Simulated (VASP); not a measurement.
Here is a VASP 6.6.1 calculation.

Contents of POSCAR:

```
WS2
1.0
    3.0379460954      0.0000000000      0.0000000000
   -1.5189730477      2.6309384940      0.0000000000
    0.0000000000      0.0000000000     17.4084099801
W S
1 2
Direct
    0.3333333333      0.6666666667      0.0000000000
    0.6666666667      0.3333333333      0.9076997136
    0.6666666667      0.3333333333      0.0923002864
```

File INCAR.step1:

```
SYSTEM = WS2
PREC = Accurate
ENCUT = 520
ISMEAR = 0
SIGMA = 0.02
LREAL = .False.
LASPH = .True.
NELM = 80
NBANDS = 20
GGA = PE
ALGO = Normal
EDIFF = 1E-4
LWAVE = .True.
LCHARG = .False.
```

The input INCAR.step2:

```
SYSTEM = WS2
PREC = Accurate
ENCUT = 520
EDIFF = 1E-6
ISMEAR = 0
SIGMA = 0.02
LREAL = .False.
LASPH = .True.
NELM = 80
ALGO = Normal
ISIF = 2
LWAVE = .False.
LCHARG = .False.
METAGGA = R2SCAN
LMIXTAU = .True.
NBANDS = 20
ISTART = 1
```

KPOINTS

```
Automatic mesh
0
Gamma
  12 12 2
  0 0 0
```

Potentials or basis: VASP PAW PBE potentials, release 64 (W_sv, S).

The run is started by

```sh
$ cat potpaw_PBE.64/W_sv/POTCAR potpaw_PBE.64/S/POTCAR > POTCAR
$ cp INCAR.step1 INCAR
$ mpirun -np 1 vasp_std > vasp.out
$ cp INCAR.step2 INCAR
$ mpirun -np 1 vasp_std > vasp.out
```

Question: Estimate the largest force.

Answer: 0.112 eV/Å.

Question: Estimate the band gap on the k mesh.

Answer: 1.98 eV (least direct gap 2.67 eV).

Forces in eV/Å, atoms in the order of the input:
```
W    0.000  0.000  0.000
S    0.000  0.000 -0.112
S    0.000  0.000  0.112
```

Caveat: the cell differs from its parent crystal (biaxial strain in the a-b plane: -4.5 %); there is no dipole correction, which matters where the two faces differ; the PAW data sets were made with another functional, which shifts forces and pressure a little; spin-orbit coupling is left out, which moves the levels of the heavy elements.
